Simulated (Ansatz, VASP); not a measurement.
## SiNi: VASP beside Ansatz

File INCAR:

```
PREC = Accurate ; ENCUT = 520
EDIFF = 1E-6 ; ISMEAR = 0
SIGMA = 0.1 ; LREAL = False
LASPH = True ; NELM = 60
ALGO = Normal ; ISIF = 2
LWAVE = False ; LCHARG = False
GGA = PS ; NBANDS = 38
```

Contents of KPOINTS:

```
Automatic mesh
0
Gamma
  4 4 4
```

Contents of POSCAR:

```
SiNi
1.0
    4.5036940000      0.0000000000      0.0000000000
    0.0000000000      4.5036940000      0.0000000000
    0.0000000000      0.0000000000      4.5036940000
Si Ni
4 4
Direct
    0.6531700000      0.1531700000      0.3468300000
    0.1531700000      0.3468300000      0.6531700000
    0.3468300000      0.6531700000      0.1531700000
    0.8468300000      0.8468300000      0.8468300000
    0.3504960000      0.8504960000      0.6495040000
    0.8504960000      0.6495040000      0.3504960000
    0.6495040000      0.3504960000      0.8504960000
    0.1495040000      0.1495040000      0.1495040000
```

Input for Ansatz:

```yaml
crystal:
  lattice:
    - [4.503694, 0.0, 0.0]
    - [0.0, 4.503694, 0.0]
    - [0.0, 0.0, 4.503694]
  atoms:
    - { symbol: Si, position: [0.65317, 0.15317, 0.34683] }
    - { symbol: Si, position: [0.15317, 0.34683, 0.65317] }
    - { symbol: Si, position: [0.34683, 0.65317, 0.15317] }
    - { symbol: Si, position: [0.84683, 0.84683, 0.84683] }
    - { symbol: Ni, position: [0.350496, 0.850496, 0.649504] }
    - { symbol: Ni, position: [0.850496, 0.649504, 0.350496] }
    - { symbol: Ni, position: [0.649504, 0.350496, 0.850496] }
    - { symbol: Ni, position: [0.149504, 0.149504, 0.149504] }
basis:
  ecutwfc: 420
kpoints:
  mp_grid: { grid: [4, 4, 4] }
hamiltonian:
  xc: pbesol
scf:
  occupations: { method: gaussian, width: 0.1 }
output:
  forces: true
  stress: true
  eigenvalues: true
```

Alike in both runs: task single point; functional PBEsol; k mesh 4 × 4 × 4; occupations gaussian, width 0.1 eV; no spin polarisation.

|  | VASP | Ansatz |
| --- | --- | --- |
| version | VASP 6.6.1 | Ansatz 0.2.0 |
| potentials or method | VASP PAW PBE potentials, release 64 (Si, Ni), cutoff 520 eV | scalar-relativistic, plane waves, PAW |
| valence electrons in the cell | 56 | 88 |

|  | VASP | Ansatz | Ansatz less VASP |
| --- | --- | --- | --- |
| gap on the k mesh at the Fermi level (eV) | none | none | - |
| pressure (GPa) | -4.2 | -4.5 | -0.22 |
| rms of the force components (eV/Å) | 0.019 | 0.019 | +0.0007 |

VASP's potentials were made for PBE, not for PBEsol. Atom by atom the forces differ by 0.001 eV/Å (rms over components). A gap of «none» marks a metal or a gap that the smearing closes. The functional is the same, so the differences come from potentials, cutoffs and numerics. VASP's potentials hold 56 valence electrons a cell and Ansatz's 88, so a difference there can come from the potentials and not from the codes.
